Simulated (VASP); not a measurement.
Input of a VASP 6.6.1 run:

INCAR

```
SYSTEM = NaF
PREC = Accurate ; ENCUT = 520
EDIFF = 1E-8 ; ISMEAR = 0
SIGMA = 0.01 ; LREAL = .FALSE.
LASPH = .TRUE. ; NELM = 80
ALGO = Normal ; ISIF = 2
LWAVE = .FALSE. ; LCHARG = .TRUE.
GGA = PE ; NBANDS = 14
IBRION = 8 ; NSW = 1
LEPSILON = .TRUE.
```

The input KPOINTS:

```
regular mesh
0
G
  8 8 8
  0 0 0
```

File POSCAR:

```
NaF
1.0
    0.0000000000      2.3505073563      2.3505073563
    2.3505073563      0.0000000000      2.3505073563
    2.3505073563      2.3505073563      0.0000000000
Na F
1 1
Direct
    0.0000000000      0.0000000000      0.0000000000
    0.5000000000      0.5000000000      0.5000000000
```

Potentials or basis: VASP PAW PBE potentials, release 64 (Na_pv, F).

Launch:

```console
$ cat potpaw_PBE.64/Na_pv/POTCAR potpaw_PBE.64/F/POTCAR > POTCAR
$ mpirun -np 1 vasp_std > vasp.out
```

Q: Predict the electronic dielectric tensor (diagonal).

A: 1.85.

Q: Estimate the Born charges (mean of the diagonal).

A: Na +1.01; F -1.01 e.

Q: Predict the highest phonon frequency at Γ, LO-TO splitting left out.

A: 228 cm⁻¹.

Born effective charge tensors (e):
atom 1, Na
```
1.01 0.00 0.00
0.00 1.01 0.00
0.00 0.00 1.01
```
atom 2, F
```
-1.01  0.00  0.00
 0.00 -1.01  0.00
 0.00  0.00 -1.01
```
